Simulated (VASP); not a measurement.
# BP in VASP: notebook, part 2 of 2

VASP 6.6.1.

## 3. Single point, PBEsol

File INCAR:

```
PREC     = Accurate       # precision mode
ENCUT    = 520            # plane-wave cutoff, eV
EDIFF    = 1E-7           # SCF threshold, eV
ISMEAR   = 0              # smearing method
SIGMA    = 0.05           # smearing width, eV
LREAL    = Auto         
LASPH    = T              # aspherical terms in the spheres
NELM     = 100            # most SCF steps
ALGO     = Normal         # electronic algorithm
ISIF     = 2              # what is computed and relaxed
LWAVE    = F              # write WAVECAR
LCHARG   = T              # write CHGCAR
LDIPOL   = T            
IDIPOL   = 3            
DIPOL    = 0.5 0.5 0.499
GGA      = PS             # functional
LELF     = T              # ELF
LVHAR    = T            
LVACPOTAV= T            
NBANDS   = 56             # bands
```

File KPOINTS:

```
regular mesh
0
Gamma
  8 3 1
```

File POSCAR:

```
BP
1.0
    3.1962448307      0.0000000000      0.0000000000
    0.0000000000      9.0403455764      0.0000000000
    0.0000000000      0.0000000000     21.3924896613
B P
10 10
Direct
    0.5000000000      0.7500000000      0.3505903295
    0.5000000000      0.2500000000      0.3505903295
    0.0000000000      0.5000000000      0.4252951648
    0.0000000000      0.0000000000      0.4252951648
    0.5001210832      0.2471052364      0.4997187683
    0.5001819163      0.7471130410      0.4997235344
    0.0001032020     -0.0005674588      0.5756060222
    0.0002744387      0.4994212597      0.5755960052
    0.4999796270      0.7200372950      0.6331989071
    0.5005184974      0.2200681496      0.6332042787
    0.0000000000      0.1250000000      0.3505903295
    0.0000000000      0.6250000000      0.3505903295
    0.5000000000      0.8750000000      0.4252951648
    0.5000000000      0.3750000000      0.4252951648
    0.0001990712      0.6234413392      0.5001147179
    0.0001081968      0.1234403472      0.5001163906
    0.5002917976      0.3771182578      0.5746093575
    0.5000942423      0.8771238284      0.5746209899
    0.0004796331      0.1165466381      0.6561352369
    0.0000032197      0.6165138342      0.6561268212
```

Potentials or basis: VASP PAW PBE potentials, release 64 (B, P).

The run is started by

```console
$ cat potpaw_PBE.64/B/POTCAR potpaw_PBE.64/P/POTCAR > POTCAR
$ mpirun -np 1 vasp_std > vasp.out
```

OUTCAR:

```text
PREC = Accurate
   ENCUT = 520
   EDIFF = 1E-7
   ISMEAR = 0
   LREAL = Auto
   LASPH = T
   NELM = 100
   ISIF = 2
   GGA = PS

 ion  position               nearest neighbor table
   1  0.500  0.750  0.351-  12 1.96  12 1.96  13 1.96
   2  0.500  0.250  0.351-  11 1.96  11 1.96  14 1.96
   3  0.000  0.500  0.425-  15 1.95  14 1.96  14 1.96  12 1.96
   4  0.000  0.000  0.425-  16 1.95  13 1.96  13 1.96  11 1.96
   5  0.500  0.247  0.500-  16 1.95  16 1.95  14 1.97  17 1.99
   6  0.500  0.747  0.500-  15 1.95  15 1.95  13 1.97  18 1.99
   7  0.000  0.999  0.576-  18 1.94  18 1.94  16 1.97  19 2.02
   8  0.000  0.499  0.576-  17 1.94  17 1.94  15 1.97  20 2.02
   9  0.500  0.720  0.633-  18 1.89  20 1.92  20 1.92
  10  0.501  0.220  0.633-  17 1.89  19 1.92  19 1.92
  11  0.000  0.125  0.351-   2 1.96   2 1.96   4 1.96
  12  0.000  0.625  0.351-   1 1.96   1 1.96   3 1.96
  13  0.500  0.875  0.425-   4 1.96   4 1.96   1 1.96   6 1.97
  14  0.500  0.375  0.425-   3 1.96   3 1.96   2 1.96   5 1.97
  15  0.000  0.623  0.500-   6 1.95   6 1.95   3 1.95   8 1.97
  16  0.000  0.123  0.500-   5 1.95   5 1.95   4 1.95   7 1.97
[... 229 lines left out ...]
      2     -14.4650      2.00000
      3     -14.3043      2.00000
      4     -14.2514      2.00000
      5     -13.3255      2.00000
      6     -13.0014      2.00000
[... 704 lines left out ...]
     51       3.1523      0.00000
     52       3.4632      0.00000
 [bands above 52 left out]

------------------------ aborting loop because EDIFF is reached ----------------------------------------

  FORCE on cell =-STRESS in cart. coord.  units (eV):
  Direction    XX          YY          ZZ          XY          YZ          ZX
  --------------------------------------------------------------------------------------
  -------------------------------------------------------------------------------------
  Total       -5.0643655     -1.6694740     -2.2990037      0.0000901      1.8765264     -0.0150067
  in kB      -13.1265084     -4.3271689     -5.9588692      0.0002335      4.8638353     -0.0388963
  external PRESSURE =      -7.8041822 kB  Pullay stress =       0.0000000 kB

 VOLUME and BASIS-vectors are now :
 -----------------------------------------------------------------------------
  energy-cutoff  :      520.00
  volume of cell :      618.14
      direct lattice vectors                 reciprocal lattice vectors
     3.196244831  0.000000000  0.000000000     0.312867147  0.000000000  0.000000000
     0.000000000  9.040345576  0.000000000     0.000000000  0.110615240  0.000000000
     0.000000000  0.000000000 21.392489661     0.000000000  0.000000000  0.046745377

 POSITION                                       TOTAL-FORCE (eV/Angst)
 -----------------------------------------------------------------------------------
      1.59812      6.78026      7.50000         0.000135     -1.690978      2.331622
      1.59812      2.26009      7.50000         0.000207     -1.690868      2.331526
      0.00000      4.52017      9.09812         0.001301     -0.091113      0.490812
      0.00000      0.00000      9.09812         0.000768     -0.091297      0.491057
      1.59851      2.23392     10.69023        -0.000081      0.008051     -0.004326
      1.59870      6.75416     10.69033        -0.000550      0.007735     -0.004482
[... 12 lines left out ...]
      0.00153      1.05362     14.03637        -0.000246     -0.007515      0.030501
      0.00001      5.57350     14.03619         0.000313     -0.007906      0.031071
 -----------------------------------------------------------------------------------
    total drift:                               -0.001082     -0.009978      0.000066

  FREE ENERGIE OF THE ION-ELECTRON SYSTEM (eV)
  ---------------------------------------------------
  free  energy   TOTEN  =      -127.3083859419 eV

  energy  without entropy=     -127.3058532485  energy(sigma->0) =     -127.30711960

 vacuum level on the upper side and lower side of the slab         4.791         4.808
```

OSZICAR:

```text
N       E                     dE             d eps       ncg     rms          rms(c)
DAV:   1     0.483253606382E+03    0.48325E+03   -0.29686E+04  1456   0.112E+03
DAV:   2    -0.757100622569E+02   -0.55896E+03   -0.53525E+03  2032   0.222E+02
DAV:   3    -0.131895903291E+03   -0.56186E+02   -0.55080E+02  1776   0.741E+01
[... 18 lines left out ...]
DAV:  22    -0.127308381925E+03   -0.15473E-04   -0.89511E-07  1448   0.117E-03    0.221E-04
DAV:  23    -0.127308384668E+03   -0.27436E-05   -0.11032E-07  1400   0.444E-04    0.105E-04
DAV:  24    -0.127308385569E+03   -0.90090E-06   -0.23796E-08  1216   0.242E-04    0.679E-05
DAV:  25    -0.127308385882E+03   -0.31289E-06   -0.12314E-08  1136   0.173E-04    0.416E-05
DAV:  26    -0.127308385942E+03   -0.59865E-07   -0.44158E-09  1136   0.105E-04
   1 F= -.12730839E+03 E0= -.12730712E+03  d E =-.253269E-02
```

Wall time 12 min (1 thread of Intel Xeon Platinum 8488C (Sapphire Rapids), shared host); peak memory 0.69 GiB.

What came out:

```
Free energy            : -127.3084 eV
Largest force          : 2.880 eV/Å
Band gap on the k mesh : 0.06 eV
```

Forces in eV/Å, atoms in the order of the input:
```
B    0.000 -1.691  2.332
B    0.000 -1.691  2.332
B    0.001 -0.091  0.491
B    0.001 -0.091  0.491
B    0.000  0.008 -0.004
B   -0.001  0.008 -0.004
B    0.000  0.007 -0.003
B    0.000  0.007 -0.003
B    0.001 -0.023  0.004
B   -0.002 -0.024  0.004
P    0.000  1.085 -1.559
P    0.000  1.085 -1.559
P    0.002  0.692 -1.289
P    0.001  0.692 -1.290
P   -0.002  0.004  0.008
P   -0.001  0.002  0.007
P   -0.001  0.019 -0.007
P    0.000  0.019 -0.008
P    0.000 -0.008  0.031
P    0.000 -0.008  0.031
```

Caveat: the PAW data sets were made with another functional, which shifts forces and pressure a little.
